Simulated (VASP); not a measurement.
# ZnO (P6_3mc) in VASP: notebook, part 3 of 3

VASP 6.6.1. Earlier steps stand in the parts before.

**5. Electric field gradients, LDA (zz strain of +1 %)**

File INCAR:

```
SYSTEM = ZnO
  PREC = Accurate
  ENCUT = 520
  EDIFF = 1E-8
  ISMEAR = -1
  SIGMA = 0.02
  LREAL = .False.
  LASPH = .True.
  NELM = 120
  ALGO = Normal
  ISIF = 2
  LWAVE = .False.
  LCHARG = .False.
  GGA = CA
  LEFG = .True.
  NBANDS = 26
  GGA_COMPAT = .False.
```

File KPOINTS:

```
Automatic mesh
0
Gamma
  11 11 6
  0 0 0
```

File POSCAR:

```
ZnO
1.0
    3.2493987239      0.0000000000      0.0000000000
   -1.6246993619      2.8140618419      0.0000000000
    0.0000000000      0.0000000000      5.2558380000
Zn O
2 2
Direct
    0.3333333333      0.6666666667      0.0000000000
    0.6666666667      0.3333333333      0.5000000000
    0.3333333333      0.6666666667      0.3821000000
    0.6666666667      0.3333333333      0.8821000000
```

Potentials or basis: VASP PAW LDA potentials, release 64 (Zn, O).

On the command line:

```console
cat potpaw_LDA.64/Zn/POTCAR potpaw_LDA.64/O/POTCAR > POTCAR
mpirun -np 1 vasp_std > vasp.out
```

OUTCAR:

```text
SYSTEM = ZnO
   PREC = Accurate
   ENCUT = 520
   EDIFF = 1E-8
   ISMEAR = -1
   LREAL = .False.
   LASPH = .True.
   NELM = 120
   ISIF = 2
   GGA = CA

 ion  position               nearest neighbor table
   1  0.333  0.667  0.000-   4 1.98   4 1.98   4 1.98   3 2.01
   2  0.667  0.333  0.500-   3 1.98   3 1.98   3 1.98   4 2.01
   3  0.333  0.667  0.382-   2 1.98   2 1.98   2 1.98   1 2.01
   4  0.667  0.333  0.882-   1 1.98   1 1.98   1 1.98   2 2.01

  LATTYP: Found a hexagonal cell.
 ALAT       =     3.2493987239
 C/A-ratio  =     1.6174801699

  Lattice vectors:

 A1 = (   3.2493987239,   0.0000000000,   0.0000000000)
 A2 = (  -1.6246993619,   2.8140618419,   0.0000000000)
 A3 = (   0.0000000000,   0.0000000000,   5.2558380000)

Analysis of symmetry for initial positions (statically):
=====================================================================
 Subroutine PRICEL returns:
 Original cell was already a primitive cell.

 Routine SETGRP: Setting up the symmetry group for a
 hexagonal supercell.

 Subroutine GETGRP returns: Found 12 space group operations
 (whereof  6 operations were pure point group operations)
 out of a pool of 24 trial point group operations.

The static configuration has the point symmetry C_3v.
 The point group associated with its full space group is C_6v.

Analysis of symmetry for dynamics (positions and initial velocities):
=====================================================================
 Subroutine PRICEL returns:
 Original cell was already a primitive cell.

 Routine SETGRP: Setting up the symmetry group for a
 hexagonal supercell.

 Subroutine GETGRP returns: Found 12 space group operations
 (whereof  6 operations were pure point group operations)
 out of a pool of 24 trial point group operations.

The dynamic configuration has the point symmetry C_3v.
 The point group associated with its full space group is C_6v.

 Subroutine INISYM returns: Found 12 space group operations
 (whereof  6 operations are pure point group operations),
 and found     1 'primitive' translations

----------------------------------------------------------------------------------------

                                     Primitive cell

  volume of cell :      48.0594

  direct lattice vectors                    reciprocal lattice vectors
     3.249398724  0.000000000  0.000000000     0.307749244  0.177679109  0.000000000
    -1.624699362  2.814061842  0.000000000     0.000000000  0.355358217  0.000000000
     0.000000000  0.000000000  5.255838000     0.000000000  0.000000000  0.190264616

  length of vectors
     3.249398724  3.249398724  5.255838000     0.355358217  0.355358217  0.190264616

  position of ions in fractional coordinates (direct lattice)
     0.333333333  0.666666667  0.000000000
     0.666666667  0.333333333  0.500000000
     0.333333333  0.666666667  0.382100000
     0.666666667  0.333333333  0.882100000

  ion indices of the primitive-cell ions
   primitive index   ion index
                 1           1
                 2           2
                 3           3
                 4           4
[... 86 lines left out ...]
   EFERMI =   0.00;   METHOD = LEGACY
   ISMEAR =    -1;   SIGMA  =   0.02  broadening in eV -4-tet -1-fermi 0-gaus
   EFERMI_NEDOS =   21; number of points for ismear=-14 and -15
   IALGO  =     38    algorithm
   IMIX   =      4    mixing-type and parameters
     AMIX     =   0.40;   BMIX     =  1.00
     AMIX_MAG =   1.60;   BMIX_MAG =  1.00
  volume/ion in A,a.u.               =      12.01        81.08
  Fermi-wavevector in a.u.,A,eV,Ry     =   1.486789  2.809625 30.076260  2.210543
  Thomas-Fermi vector in A             =   2.600032
   LORBIT       =      0    0 simple, 1 ext, 2 COOP (PROOUT), +10 PAW based schemes
   GGA     = CA    functional components
   LHFCALC =     F    Hartree Fock is set to
   AEXX    =    0.0000 exact exchange contribution
   IVDW    =     0    specifies the selected vdW correction
   LEPSILON=     F    determine dielectric tensor
   LRPA    =     F    only Hartree local field effects (RPA)
 non-spin polarized calculation
  energy-cutoff  :      520.00
  volume of cell :       48.06
 maximum number of plane-waves:      1312
   NGX = 13   NGY = 13   NGZ = 19

 number of electron      36.0000034 magnetization

 Free energy of the ion-electron system (eV)
  ---------------------------------------------------
  ext. energy  EPLUGINS =         0.00000000
  ---------------------------------------------------
  free energy    TOTEN  =       -21.10249386 eV

  energy without entropy =      -21.10249386  energy(sigma->0) =      -21.10249386

 E-fermi :   1.1643     XC(G=0): -11.4127

 val. band max:        0.8008351966   @ k =   0.0000   0.0000   0.0000
 cond. band min:       1.5147372984   @ k =   0.0000   0.0000   0.0000
 fundamental gap:      0.7139021018
 Fermi energy:         1.1643480322

 k-point     1 :       0.0000    0.0000    0.0000
  band No.  band energies     occupation
      1     -16.9353      2.00000
      2     -16.1925      2.00000
      3      -4.9536      2.00000
      4      -4.9536      2.00000
      5      -4.8649      2.00000
      6      -4.8348      2.00000
[... 685 lines left out ...]
     25      13.6156      0.00000
     26      15.0888      0.00000

 [... further k-points ...]

------------------------ aborting loop because EDIFF is reached ----------------------------------------

  FORCE on cell =-STRESS in cart. coord.  units (eV):
  Direction    XX          YY          ZZ          XY          YZ          ZX
  --------------------------------------------------------------------------------------
  -------------------------------------------------------------------------------------
  Total       -2.0381284     -2.0381284     -2.4569337     -0.0000000     -0.0000000      0.0000000
  in kB      -67.9459410    -67.9459410    -81.9078261     -0.0000000     -0.0000000      0.0000000
  external PRESSURE =     -72.5999027 kB  Pullay stress =       0.0000000 kB

 VOLUME and BASIS-vectors are now :
 -----------------------------------------------------------------------------
  energy-cutoff  :      520.00
  volume of cell :       48.06
      direct lattice vectors                 reciprocal lattice vectors
     3.249398724  0.000000000  0.000000000     0.307749244  0.177679109  0.000000000
    -1.624699362  2.814061842  0.000000000     0.000000000  0.355358217  0.000000000
     0.000000000  0.000000000  5.255838000     0.000000000  0.000000000  0.190264616

 POSITION                                       TOTAL-FORCE (eV/Angst)
 -----------------------------------------------------------------------------------
     -0.00000      1.87604      0.00000        -0.000000      0.000000      0.107467
      1.62470      0.93802      2.62792        -0.000000      0.000000      0.107467
     -0.00000      1.87604      2.00826        -0.000000      0.000000     -0.107467
      1.62470      0.93802      4.63617         0.000000     -0.000000     -0.107467
 -----------------------------------------------------------------------------------
    total drift:                               -0.000001     -0.000001     -0.000173

  FREE ENERGIE OF THE ION-ELECTRON SYSTEM (eV)
  ---------------------------------------------------
  free  energy   TOTEN  =       -21.1024938572 eV

  energy  without entropy=      -21.1024938571  energy(sigma->0) =      -21.10249386

 Electric field gradients (V/A^2)
---------------------------------------------------------------------
 ion       V_xx      V_yy      V_zz      V_xy      V_xz      V_yz
---------------------------------------------------------------------
   1      -6.163    -6.164    12.327    -0.001     0.000    -0.000
   2      -6.163    -6.164    12.327    -0.001    -0.000     0.000
   3       1.168     1.163    -2.330    -0.004     0.000    -0.000
   4       1.168     1.163    -2.330    -0.004    -0.000     0.000
---------------------------------------------------------------------

 Electric field gradients after diagonalization (V/A^2)
 (convention: |V_zz| > |V_xx| > |V_yy|)
----------------------------------------------------------------------
 ion       V_xx      V_yy      V_zz     asymmetry (V_yy - V_xx)/ V_zz
----------------------------------------------------------------------
   1      -6.165    -6.162    12.327       0.000
   2      -6.165    -6.162    12.327       0.000
   3       1.170     1.161    -2.330       0.004
   4       1.170     1.161    -2.330       0.004
----------------------------------------------------------------------

           NMR quadrupolar parameters

 Cq : quadrupolar parameter    Cq=e*Q*V_zz/h
 eta: asymmetry parameters     (V_yy - V_xx)/ V_zz
 Q  : nuclear electric quadrupole moment in mb (millibarn)
----------------------------------------------------------------------
 ion       Cq(MHz)       eta       Q (mb)
----------------------------------------------------------------------
   1       0.030       0.000       1.000
   2       0.030       0.000       1.000
   3      -0.006       0.004       1.000
   4      -0.006       0.004       1.000
----------------------------------------------------------------------
```

OSZICAR:

```text
N       E                     dE             d eps       ncg     rms          rms(c)
DAV:   1     0.293391847560E+03    0.29339E+03   -0.18219E+04  3368   0.202E+03
DAV:   2     0.819872288951E+01   -0.28519E+03   -0.26808E+03  3478   0.412E+02
DAV:   3    -0.235111506054E+02   -0.31710E+02   -0.31264E+02  3756   0.140E+02
DAV:   4    -0.241525324452E+02   -0.64138E+00   -0.63988E+00  3664   0.202E+01
DAV:   5    -0.241557860864E+02   -0.32536E-02   -0.32535E-02  3660   0.151E+00    0.142E+01
DAV:   6    -0.210142292269E+02    0.31416E+01   -0.61426E+00  5308   0.620E+01    0.895E+00
DAV:   7    -0.211704737595E+02   -0.15624E+00   -0.27053E+00  3462   0.167E+01    0.534E+00
DAV:   8    -0.211540083402E+02    0.16465E-01   -0.59359E-01  4434   0.704E+00    0.168E+00
DAV:   9    -0.211006030471E+02    0.53405E-01   -0.10334E-01  4774   0.651E+00    0.340E-01
DAV:  10    -0.211025105322E+02   -0.19075E-02   -0.35063E-02  3382   0.134E+00    0.787E-02
DAV:  11    -0.211025119240E+02   -0.13918E-05   -0.57996E-04  3960   0.549E-01    0.309E-02
DAV:  12    -0.211024928023E+02    0.19122E-04   -0.12300E-04  4216   0.362E-01    0.745E-03
DAV:  13    -0.211024949591E+02   -0.21568E-05   -0.14677E-05  4214   0.445E-02    0.881E-03
DAV:  14    -0.211024939305E+02    0.10286E-05   -0.22249E-06  3496   0.144E-02    0.252E-03
DAV:  15    -0.211024938569E+02    0.73606E-07   -0.32868E-07  3502   0.462E-03    0.673E-04
DAV:  16    -0.211024938572E+02   -0.25193E-09   -0.15339E-08  2124   0.342E-03
   1 F= -.21102494E+02 E0= -.21102494E+02  d E =-.621023E-10
```

Run time: 57 s. Hardware: 1 thread of Intel Xeon 6975P-C (Granite Rapids), shared host; peak memory 0.18 GiB.

What came out:

| Item | Value |
| --- | --- |
| Free energy | -21.1025 eV |
| Pressure | -7.3 GPa |
| Largest force | 0.107 eV/Å |
| Band gap on the k mesh | 0.71 eV, direct |

Forces in eV/Å, atoms in the order of the input:
```
Zn   0.000  0.000  0.107
Zn   0.000  0.000  0.107
O    0.000  0.000 -0.107
O    0.000  0.000 -0.107
```

Levels at points of the mesh, in eV from the valence-band top:
```csv
k point,band 14,band 15,band 16,band 17,band 18,band 19,band 20,band 21,band 22,band 23
"(0.00, 0.00, 0.00)",-0.76,-0.76,-0.11,0.00,0.00,0.71,5.05,7.98,12.66,12.66
"(0.00, 0.00, 0.50)",-2.29,-0.38,-0.38,-0.38,-0.38,3.35,3.35,9.78,9.78,12.95
```

Electric field gradients, principal values (V/Å²):
```
atom   least  middle  greatest (by size)
1 Zn  -6.162  -6.165              12.327
2 Zn  -6.162  -6.165              12.327
 3 O   1.161   1.170              -2.330
 4 O   1.161   1.170              -2.330
```

Caveat: the cell differs from its parent crystal (zz strain of +1 %); without QUAD_EFG the Cq values of the log hold for a quadrupole moment of 1 mb, not for the nuclei.

**6. Electric field gradients, LDA (zz strain of +2 %)**

File INCAR:

```
SYSTEM = ZnO
PREC     = Accurate       ! precision mode
ENCUT    = 520            ! plane-wave cutoff, eV
EDIFF    = 1E-8           ! SCF threshold, eV
ISMEAR   = -1             ! smearing method
SIGMA    = 0.02           ! smearing width, eV
LREAL    = .FALSE.        ! projectors in reciprocal space
LASPH    = .TRUE.         ! aspherical terms in the spheres
NELM     = 120            ! most SCF steps
ALGO     = Normal         ! electronic algorithm
ISIF     = 2              ! what is computed and relaxed
LWAVE    = .FALSE.        ! write WAVECAR
LCHARG   = .FALSE.        ! write CHGCAR
GGA      = CA             ! functional
LEFG     = .TRUE.       
NBANDS   = 26             ! bands
GGA_COMPAT= .FALSE.
```

File KPOINTS:

```
Automatic mesh
0
G
  11 11 6
  0 0 0
```

Changes to POSCAR since step 5:

```diff
@@ -4,3 +4,3 @@
    -1.6246993619      2.8140618419      0.0000000000
-    0.0000000000      0.0000000000      5.2558380000
+    0.0000000000      0.0000000000      5.3078760000
 Zn O
```

Potentials or basis: VASP PAW LDA potentials, release 64 (Zn, O).

On the command line:

```console
cat potpaw_LDA.64/Zn/POTCAR potpaw_LDA.64/O/POTCAR > POTCAR
mpirun -np 1 vasp_std > vasp.out
```

OUTCAR:

```text
SYSTEM = ZnO
   PREC = Accurate
   ENCUT = 520
   EDIFF = 1E-8
   ISMEAR = -1
   LREAL = .FALSE.
   LASPH = .TRUE.
   NELM = 120
   ISIF = 2
   GGA = CA

 ion  position               nearest neighbor table
   1  0.333  0.667  0.000-   4 1.98   4 1.98   4 1.98   3 2.03
   2  0.667  0.333  0.500-   3 1.98   3 1.98   3 1.98   4 2.03
   3  0.333  0.667  0.382-   2 1.98   2 1.98   2 1.98   1 2.03
   4  0.667  0.333  0.882-   1 1.98   1 1.98   1 1.98   2 2.03

  LATTYP: Found a hexagonal cell.
 ALAT       =     3.2493987239
 C/A-ratio  =     1.6334948250

  Lattice vectors:

 A1 = (   3.2493987239,   0.0000000000,   0.0000000000)
 A2 = (  -1.6246993619,   2.8140618419,   0.0000000000)
 A3 = (   0.0000000000,   0.0000000000,   5.3078760000)

Analysis of symmetry for initial positions (statically):
=====================================================================
 Subroutine PRICEL returns:
 Original cell was already a primitive cell.

 Routine SETGRP: Setting up the symmetry group for a
 hexagonal supercell.

 Subroutine GETGRP returns: Found 12 space group operations
[... 896 lines left out ...]
     -0.00000      1.87604      0.00000        -0.000000     -0.000000      0.158006
      1.62470      0.93802      2.65394        -0.000000      0.000000      0.158006
     -0.00000      1.87604      2.02814         0.000000     -0.000000     -0.158006
      1.62470      0.93802      4.68208        -0.000000      0.000000     -0.158006
 -----------------------------------------------------------------------------------
    total drift:                               -0.000001     -0.000001     -0.000399

  FREE ENERGIE OF THE ION-ELECTRON SYSTEM (eV)
  ---------------------------------------------------
  free  energy   TOTEN  =       -21.0750970148 eV

  energy  without entropy=      -21.0750970146  energy(sigma->0) =      -21.07509701

 Electric field gradients (V/A^2)
---------------------------------------------------------------------
 ion       V_xx      V_yy      V_zz      V_xy      V_xz      V_yz
---------------------------------------------------------------------
   1      -8.315    -8.317    16.632    -0.001     0.000    -0.000
   2      -8.315    -8.317    16.632    -0.001    -0.000     0.000
   3       0.581     0.577    -1.158    -0.004     0.000    -0.000
   4       0.581     0.577    -1.158    -0.004    -0.000     0.000
---------------------------------------------------------------------

 Electric field gradients after diagonalization (V/A^2)
 (convention: |V_zz| > |V_xx| > |V_yy|)
----------------------------------------------------------------------
 ion       V_xx      V_yy      V_zz     asymmetry (V_yy - V_xx)/ V_zz
----------------------------------------------------------------------
   1      -8.317    -8.315    16.632       0.000
   2      -8.317    -8.315    16.632       0.000
   3       0.584     0.574    -1.158       0.008
   4       0.584     0.574    -1.158       0.008
----------------------------------------------------------------------

           NMR quadrupolar parameters

 Cq : quadrupolar parameter    Cq=e*Q*V_zz/h
 eta: asymmetry parameters     (V_yy - V_xx)/ V_zz
 Q  : nuclear electric quadrupole moment in mb (millibarn)
----------------------------------------------------------------------
 ion       Cq(MHz)       eta       Q (mb)
----------------------------------------------------------------------
   1       0.040       0.000       1.000
   2       0.040       0.000       1.000
   3      -0.003       0.008       1.000
   4      -0.003       0.008       1.000
----------------------------------------------------------------------
```

OSZICAR:

```text
N       E                     dE             d eps       ncg     rms          rms(c)
DAV:   1     0.291669016937E+03    0.29167E+03   -0.18174E+04  3354   0.201E+03
DAV:   2     0.804126448776E+01   -0.28363E+03   -0.26564E+03  3454   0.411E+02
DAV:   3    -0.234925582428E+02   -0.31534E+02   -0.31131E+02  3766   0.139E+02
DAV:   4    -0.241260705144E+02   -0.63351E+00   -0.63205E+00  3710   0.202E+01
DAV:   5    -0.241293035197E+02   -0.32330E-02   -0.32327E-02  3624   0.151E+00    0.141E+01
DAV:   6    -0.209894229001E+02    0.31399E+01   -0.61904E+00  5352   0.623E+01    0.882E+00
DAV:   7    -0.211436324969E+02   -0.15421E+00   -0.27087E+00  3480   0.167E+01    0.527E+00
DAV:   8    -0.211269179439E+02    0.16715E-01   -0.60259E-01  4428   0.705E+00    0.168E+00
DAV:   9    -0.210732359749E+02    0.53682E-01   -0.10391E-01  4808   0.650E+00    0.342E-01
DAV:  10    -0.210751082758E+02   -0.18723E-02   -0.34874E-02  3386   0.135E+00    0.771E-02
DAV:  11    -0.210751187838E+02   -0.10508E-04   -0.61475E-04  3974   0.589E-01    0.330E-02
DAV:  12    -0.210750958044E+02    0.22979E-04   -0.12994E-04  4210   0.373E-01    0.752E-03
DAV:  13    -0.210750981778E+02   -0.23734E-05   -0.17428E-05  4032   0.424E-02    0.887E-03
DAV:  14    -0.210750970325E+02    0.11453E-05   -0.22727E-06  3658   0.149E-02    0.170E-03
DAV:  15    -0.210750970247E+02    0.78326E-08   -0.17585E-07  3628   0.615E-03    0.103E-03
DAV:  16    -0.210750970148E+02    0.99462E-08   -0.22409E-08  2342   0.271E-03
   1 F= -.21075097E+02 E0= -.21075097E+02  d E =-.123485E-09
```

It took 26 s on 1 thread of Intel Xeon 6975P-C (Granite Rapids), shared host; peak memory 0.18 GiB.

Results:

* Free energy: -21.0751 eV
* Pressure: -8.4 GPa
* Largest force: 0.158 eV/Å
* Band gap on the k mesh: 0.68 eV, direct

Forces in eV/Å, atoms in the order of the input:
```
Zn   0.000  0.000  0.158
Zn   0.000  0.000  0.158
O    0.000  0.000 -0.158
O    0.000  0.000 -0.158
```

Stress tensor (GPa, compression positive):
```
 -7.34   0.00   0.00
  0.00  -7.34   0.00
  0.00   0.00 -10.53
```

Electric field gradients, principal values (V/Å²):
| atom | least | middle | greatest (by size) |
| --- | --- | --- | --- |
| 1 Zn | -8.315 | -8.317 | 16.632 |
| 2 Zn | -8.315 | -8.317 | 16.632 |
| 3 O | 0.574 | 0.584 | -1.158 |
| 4 O | 0.574 | 0.584 | -1.158 |

Caveat: the cell differs from its parent crystal (zz strain of +2 %); without QUAD_EFG the Cq values of the log hold for a quadrupole moment of 1 mb, not for the nuclei.

**7. The runs side by side**

| cell | gap on the mesh (eV) | pressure (GPa) | largest force (eV/Å) |
| --- | --- | --- | --- |
| a = 3.249, b = 3.249, c = 5.048 Å, angles 90.0, 90.0, 120.0°, 4 atoms | 0.83 | -1.5 | 0.27 |
| a = 3.249, b = 3.249, c = 5.100 Å, angles 90.0, 90.0, 120.0°, 4 atoms | 0.80 | -3.1 | 0.15 |
| a = 3.249, b = 3.249, c = 5.152 Å, angles 90.0, 90.0, 120.0°, 4 atoms | 0.77 | -4.6 | 0.04 |
| a = 3.249, b = 3.249, c = 5.256 Å, angles 90.0, 90.0, 120.0°, 4 atoms | 0.71 | -7.3 | 0.11 |
| a = 3.249, b = 3.249, c = 5.308 Å, angles 90.0, 90.0, 120.0°, 4 atoms | 0.68 | -8.4 | 0.16 |

Alike in all rows: task electric field gradients; level LDA; potentials or basis VASP PAW LDA potentials, release 64 (Zn, O); no spin polarisation; k mesh 11 × 11 × 6; cutoff (eV) 520; smearing fermi-dirac 0.02 eV.

Total energies depend on the potentials used, so only differences within one code and one set of settings carry meaning.
